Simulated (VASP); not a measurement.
# TaTi4 (P6/mmm) in VASP: single point with PBE

Aim: the single point of TaTi4 with PBE.

Everything below comes from runs of VASP 6.6.1. Logs are shortened: lines on timing, memory, paths and dates and some standing lists are left out, and cuts for length are marked.

**1. The cell of the first run**

It takes space group P6/mmm (No. 191, hexagonal). The conventional cell has a = 4.537 Å, b = 4.537 Å, c = 5.077 Å, α = 90.00°, β = 90.00°, γ = 120.00°. Within 3.0 Å of Ti (site symmetry mmm) lie 4 Ti at 2.27 Å and 2 Ta at 2.27 Å. Within 3.5 Å of Ti (site symmetry 6/mmm) lie 2 Ta at 2.54 Å and 12 Ti at 3.40 Å. Ta (site symmetry 6/mmm) has 8 Ti at 2.27 to 2.54 Å within 3.0 Å.

The cell was generated, and may not be a known phase.

**2. Single point, PBE**

The input, INCAR:

```
  ALGO = All
  EDIFF = 1E-6
  ENCUT = 550
  GGA = PE
  GGA_COMPAT = False
  ISEARCH = 1
  ISIF = 2
  ISMEAR = 0
  KPAR = 4
  LASPH = True
  LCHARG = False
  LREAL = False
  LWAVE = False
  NBANDS = 38
  NELM = 300
  PREC = Accurate
  SIGMA = 0.1
```

The input, KPOINTS:

```
k-points
0
Gamma
  6 6 4
```

The input, POSCAR:

```
TaTi4
1.0
    4.5367438000      0.0000000000      0.0000000000
   -2.2683719000      3.9289353800      0.0000000000
    0.0000000000      0.0000000000      5.0771276900
Ti Ta
4 1
Direct
    0.5000000000      0.0000000000      0.5000000000
    0.0000000000      0.5000000000      0.5000000000
    0.5000000000      0.5000000000      0.5000000000
    0.0000000000      0.0000000000      0.0000000000
    0.0000000000      0.0000000000      0.5000000000
```

Potentials or basis: VASP PAW PBE potentials, release 64 (Ti_sv, Ta_pv).

Launch:

```sh
cat potpaw_PBE.64/Ti_sv/POTCAR potpaw_PBE.64/Ta_pv/POTCAR > POTCAR
mpirun -np 4 vasp_std > vasp.out
```

OUTCAR:

```text
EDIFF = 1E-6
   ENCUT = 550
   GGA = PE
   ISIF = 2
   ISMEAR = 0
   LASPH = True
   LREAL = False
   NELM = 300
   PREC = Accurate

 ion  position               nearest neighbor table
   1  0.500  0.000  0.500-   2 2.27   3 2.27   3 2.27   2 2.27   5 2.27   5 2.27
   2  0.000  0.500  0.500-   1 2.27   5 2.27   5 2.27   1 2.27   3 2.27   3 2.27
   3  0.500  0.500  0.500-   1 2.27   5 2.27   1 2.27   5 2.27   2 2.27   2 2.27
   4  0.000  0.000  0.000-   5 2.54   5 2.54
   5  0.000  0.000  0.500-   2 2.27   3 2.27   2 2.27   3 2.27   1 2.27   1 2.27   4 2.54   4 2.54

  LATTYP: Found a hexagonal cell.
 ALAT       =     4.5367438000
 C/A-ratio  =     1.1191127191

  Lattice vectors:

 A1 = (   4.5367438000,   0.0000000000,   0.0000000000)
 A2 = (  -2.2683719000,   3.9289353800,   0.0000000000)
 A3 = (   0.0000000000,   0.0000000000,   5.0771276900)

Analysis of symmetry for initial positions (statically):
=====================================================================
 Subroutine PRICEL returns:
 Original cell was already a primitive cell.

 Routine SETGRP: Setting up the symmetry group for a
 hexagonal supercell.

 Subroutine GETGRP returns: Found 24 space group operations
 (whereof 24 operations were pure point group operations)
 out of a pool of 24 trial point group operations.

The static configuration has the point symmetry D_6h.

Analysis of symmetry for dynamics (positions and initial velocities):
=====================================================================
 Subroutine PRICEL returns:
 Original cell was already a primitive cell.

 Routine SETGRP: Setting up the symmetry group for a
 hexagonal supercell.

 Subroutine GETGRP returns: Found 24 space group operations
 (whereof 24 operations were pure point group operations)
 out of a pool of 24 trial point group operations.

The dynamic configuration has the point symmetry D_6h.

 Subroutine INISYM returns: Found 24 space group operations
 (whereof 24 operations are pure point group operations),
 and found     1 'primitive' translations

----------------------------------------------------------------------------------------

                                     Primitive cell

  volume of cell :      90.4976

  direct lattice vectors                    reciprocal lattice vectors
     4.536743800  0.000000000  0.000000000     0.220422410  0.127260938  0.000000000
    -2.268371900  3.928935380  0.000000000     0.000000000  0.254521875  0.000000000
     0.000000000  0.000000000  5.077127690     0.000000000  0.000000000  0.196961759

  length of vectors
     4.536743800  4.536743799  5.077127690     0.254521875  0.254521875  0.196961759

  position of ions in fractional coordinates (direct lattice)
     0.500000000  0.000000000  0.500000000
     0.000000000  0.500000000  0.500000000
     0.500000000  0.500000000  0.500000000
     0.000000000  0.000000000  0.000000000
     0.000000000  0.000000000  0.500000000

  ion indices of the primitive-cell ions
   primitive index   ion index
                 1           1
                 2           2
                 3           3
                 4           4
                 5           5

----------------------------------------------------------------------------------------

 KPOINTS: k-points

Automatic generation of k-mesh.
 Grid dimensions read from file:
 generate k-points for:    6    6    4

 Generating k-lattice:

  Cartesian coordinates                     Fractional coordinates (reciprocal lattice)
     0.036737068  0.021210156  0.000000000     0.166666667  0.000000000  0.000000000
     0.000000000  0.042420313  0.000000000     0.000000000  0.166666667  0.000000000
     0.000000000  0.000000000  0.049240440     0.000000000  0.000000000  0.250000000

  Length of vectors
     0.042420313  0.042420313  0.049240440

  Shift w.r.t. Gamma in fractional coordinates (k-lattice)
     0.000000000  0.000000000  0.000000000

 Subroutine IBZKPT returns following result:
 ===========================================

 Found     21 irreducible k-points:

 Following reciprocal coordinates:
            Coordinates               Weight
  0.000000  0.000000  0.000000      1.000000
  0.166667 -0.000000  0.000000      6.000000
  0.333333  0.000000  0.000000      6.000000
  0.500000  0.000000  0.000000      3.000000
  0.166667  0.166667  0.000000      6.000000
  0.333333  0.166667  0.000000     12.000000
[... 13 lines left out ...]
  0.333333  0.166667  0.500000     12.000000
  0.333333  0.333333  0.500000      2.000000
   k-points           NKPTS =     21   k-points in BZ     NKDIM =     21   number of bands    NBANDS=     38
   number of dos      NEDOS =    301   number of ions     NIONS =      5
   total plane-waves  NPLWV =  51840
   dimension x,y,z NGX =    36 NGY =   36 NGZ =   40
   dimension x,y,z NGXF=    72 NGYF=   72 NGZF=   80
   ions per type =               4   1
   NGX,Y,Z   is equivalent  to a cutoff of  13.19, 13.19, 13.10 a.u.
   NGXF,Y,Z  is equivalent  to a cutoff of  26.38, 26.38, 26.20 a.u.
 SYSTEM =  unknown system
   PREC   = accura    normal or accurate (medium, high low for compatibility)
   ISTART =      0    job   : 0-new  1-cont  2-samecut
   ICHARG =      2    charge: 1-file 2-atom 10-const
   ISPIN  =      1    spin polarized calculation?
   LNONCOLLINEAR =      F non collinear calculations
   LSORBIT =      F    spin-orbit coupling
   LASPH  =      T    aspherical Exc in radial PAW
   ENCUT  =  550.0 eV  40.42 Ry    6.36 a.u.   8.68  8.68  9.71*2*pi/ulx,y,z
   NELM   =    300;   NELMIN=  2; NELMDL= -5     # of ELM steps
   EDIFF  = 0.1E-05   stopping-criterion for ELM
   LREAL  =      F    real-space projection
   EDIFFG = 0.1E-04   stopping-criterion for IOM
   NSW    =      0    number of steps for IOM
   IBRION =     -1    ionic relax: 0-MD 1-quasi-New 2-CG
   NFREE  =      0    steps in history (QN), initial steepest desc. (CG)
   ISIF   =      2    stress and relaxation
   ISYM   =      2    0-nonsym 1-usesym 2-fastsym
   POTIM  = 0.5000    time-step for ionic-motion
   TEBEG  =    0.0;   TEEND  =   0.0 temperature during run
   PSTRESS=    0.0 pullay stress
   NELECT =      59.0000    total number of electrons
   NUPDOWN=      -1.0000    fix difference up-down
   EMIN   =  10.00;   EMAX   =-10.00  energy-range for DOS
   EFERMI =   0.00;   METHOD = LEGACY
   ISMEAR =     0;   SIGMA  =   0.10  broadening in eV -4-tet -1-fermi 0-gaus
   EFERMI_NEDOS =   21; number of points for ismear=-14 and -15
   IALGO  =     58    algorithm
   IMIX   =      4    mixing-type and parameters
     AMIX     =   0.40;   BMIX     =  1.00
     AMIX_MAG =   1.60;   BMIX_MAG =  1.00
  volume/ion in A,a.u.               =      18.10       122.14
  Fermi-wavevector in a.u.,A,eV,Ry     =   1.419536  2.682534 27.416863  2.015083
  Thomas-Fermi vector in A             =   2.540546
   LORBIT       =      0    0 simple, 1 ext, 2 COOP (PROOUT), +10 PAW based schemes
   GGA     = PE    functional components
   LHFCALC =     F    Hartree Fock is set to
   AEXX    =    0.0000 exact exchange contribution
   IVDW    =     0    specifies the selected vdW correction
   LEPSILON=     F    determine dielectric tensor
   LRPA    =     F    only Hartree local field effects (RPA)
 non-spin polarized calculation
 Gauss-broadening in eV      SIGMA  =   0.10
  energy-cutoff  :      550.00
  volume of cell :       90.50
 maximum number of plane-waves:      2708
 NGX is ok and might be reduce to    36
   NGX = 17   NGY = 17   NGZ = 19

 number of electron      59.0000015 magnetization

 Free energy of the ion-electron system (eV)
  ---------------------------------------------------
  ext. energy  EPLUGINS =         0.00000000
  ---------------------------------------------------
  free energy    TOTEN  =       -31.49945172 eV

  energy without entropy =      -31.47961823  energy(sigma->0) =      -31.48953497

 E-fermi :   6.7762     XC(G=0): -10.9697

 val. band max:        6.7661950507   @ k =   0.1667   0.1667   0.5000
 cond. band min:       6.8041174485   @ k =   0.1667  -0.0000   0.0000
 fundamental gap:      0.0379223979
 Fermi energy:         6.7762097200

 k-point     1 :       0.0000    0.0000    0.0000
  band No.  band energies     occupation
      1     -50.7826      2.00000
      2     -49.5346      2.00000
      3     -48.7047      2.00000
      4     -48.7047      2.00000
      5     -28.8715      2.00000
      6     -28.8715      2.00000
[... 30 lines left out ...]
     37      10.8741      0.00000
     38      10.9662      0.00000

 k-point     2 :       0.1667   -0.0000    0.0000
  band No.  band energies     occupation
      1     -50.7826      2.00000
      2     -49.4937      2.00000
      3     -48.7603      2.00000
      4     -48.7068      2.00000
      5     -28.7378      2.00000
      6     -28.6049      2.00000
[... 30 lines left out ...]
     37       9.8238      0.00000
     38      10.4585      0.00000

 k-point     3 :       0.3333    0.0000    0.0000
  band No.  band energies     occupation
      1     -50.7825      2.00000
      2     -49.3859      2.00000
      3     -48.8974      2.00000
      4     -48.7109      2.00000
      5     -28.4245      2.00000
      6     -27.8834      2.00000
[... 30 lines left out ...]
     37       9.6987      0.00000
     38      10.1251      0.00000

 k-point     4 :       0.5000    0.0000    0.0000
  band No.  band energies     occupation
      1     -50.7825      2.00000
      2     -49.2993      2.00000
      3     -48.9986      2.00000
      4     -48.7130      2.00000
      5     -28.2324      2.00000
      6     -27.3570      2.00000
[... 30 lines left out ...]
     37       9.0378      0.00000
     38       9.1827      0.00000
[... 580 lines left out ...]
      4     -48.7077      2.00000
      5     -28.4780      2.00000
      6     -28.1282      2.00000
[... 30 lines left out ...]
     37       9.5807      0.00000
     38       9.7146      0.00000

 k-point    20 :       0.3333    0.1667    0.5000
  band No.  band energies     occupation
      1     -50.7839      2.00000
      2     -49.2947      2.00000
      3     -49.0084      2.00000
      4     -48.7077      2.00000
      5     -28.1161      2.00000
      6     -27.4094      2.00000
[... 30 lines left out ...]
     37       8.9130      0.00000
     38       9.0907      0.00000

 k-point    21 :       0.3333    0.3333    0.5000
  band No.  band energies     occupation
      1     -50.7839      2.00000
      2     -49.1577      2.00000
      3     -49.1577      2.00000
      4     -48.7036      2.00000
      5     -27.5934      2.00000
      6     -27.5934      2.00000
[... 30 lines left out ...]
     37       8.0870      0.00000
     38       8.0871      0.00000

------------------------ aborting loop because EDIFF is reached ----------------------------------------

  FORCE on cell =-STRESS in cart. coord.  units (eV):
  Direction    XX          YY          ZZ          XY          YZ          ZX
  --------------------------------------------------------------------------------------
  -------------------------------------------------------------------------------------
  Total       37.2842494     37.2842494      3.5108640      0.0000000     -0.0000000      0.0000000
  in kB      660.0833227    660.0833223     62.1566167      0.0000000     -0.0000000      0.0000000
  external PRESSURE =     460.7744206 kB  Pullay stress =       0.0000000 kB

 VOLUME and BASIS-vectors are now :
 -----------------------------------------------------------------------------
  energy-cutoff  :      550.00
  volume of cell :       90.50
      direct lattice vectors                 reciprocal lattice vectors
     4.536743800  0.000000000  0.000000000     0.220422410  0.127260938  0.000000000
    -2.268371900  3.928935380  0.000000000     0.000000000  0.254521875  0.000000000
     0.000000000  0.000000000  5.077127690     0.000000000  0.000000000  0.196961759

 POSITION                                       TOTAL-FORCE (eV/Angst)
 -----------------------------------------------------------------------------------
      2.26837      0.00000      2.53856        -0.000000      0.000000      0.000000
     -1.13419      1.96447      2.53856         0.000000      0.000000      0.000000
      1.13419      1.96447      2.53856         0.000000      0.000000      0.000000
      0.00000      0.00000      0.00000         0.000000      0.000000      0.000000
      0.00000      0.00000      2.53856         0.000000      0.000000      0.000000
 -----------------------------------------------------------------------------------
    total drift:                                0.000000      0.000000      0.000000

  FREE ENERGIE OF THE ION-ELECTRON SYSTEM (eV)
  ---------------------------------------------------
  free  energy   TOTEN  =       -31.4994517154 eV

  energy  without entropy=      -31.4796129739  energy(sigma->0) =      -31.48953234
```

Run time: 1.9 min. Hardware: 4 MPI ranks of Intel Xeon Platinum 8488C (Sapphire Rapids), shared host; peak memory 0.31 GiB.

Results:

- Free energy: -31.4995 eV
- Pressure: 46.1 GPa
- Band gap on the k mesh: zero (an odd number of electrons rules out a gap without spin polarisation)

Stress tensor (GPa, compression positive):
```
66.01  0.00  0.00
 0.00 66.01  0.00
 0.00  0.00  6.22
```

Levels at points of the mesh, in eV from the Fermi level:
```tsv
k point	band 27	band 28	band 29	band 30	band 31	band 32	band 33	band 34
(0.00, 0.00, 0.00)	-1.98	-1.16	0.19	0.19	0.91	1.47	1.47	1.67
(0.50, 0.00, 0.00)	-1.12	-0.69	-0.51	-0.37	0.67	0.92	1.49	1.61
(0.00, 0.00, 0.50)	-2.08	-1.72	0.28	0.28	0.35	0.35	0.62	1.46
(0.50, 0.00, 0.50)	-1.04	-0.77	-0.38	-0.12	0.55	0.68	1.47	1.85
```

Caveat: the stress differs along the axes, from 6 to 66 GPa; spin-orbit coupling is left out, which moves the levels of the heavy elements.

The gap in the log of VASP goes by the Fermi energy; the results here count the filled bands.